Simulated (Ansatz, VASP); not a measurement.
Be: VASP beside Ansatz

```
Be
1.0
     3.56810    0.00000    0.00000
    -1.78405    3.09006    0.00000
     0.00000    0.00000    4.01168
Be
4
Direct
  0.00000 0.00000 0.23604
  0.00000 0.00000 0.76396
  0.33333 0.66667 0.00000
  0.66667 0.33333 0.00000
```

Alike in both runs: functional PBE; k mesh 15 × 15 × 12; occupations gaussian, width 0.1 eV; no spin polarisation.

Ansatz relaxed the structure, and its values are those at the end. VASP's run is a single point on that final structure, the one shown.

```csv
,VASP,Ansatz
version,VASP 6.6.1,Ansatz 0.2.0
potentials or method,"VASP PAW PBE potentials, release 64 (Be), cutoff 520 eV","scalar-relativistic, plane waves, PAW"
valence electrons in the cell,8,8
```

Ansatz gave:

* gap on the k mesh at the Fermi level (eV): none
* pressure (GPa): 0.0
* rms of the force components (eV/Å): 0.000

Task: Which values does VASP return?

Result: gap on the k mesh at the Fermi level (eV): none; pressure (GPa): 0.1; rms of the force components (eV/Å): 0.008.

A gap of «none» marks a metal or a gap that the smearing closes.
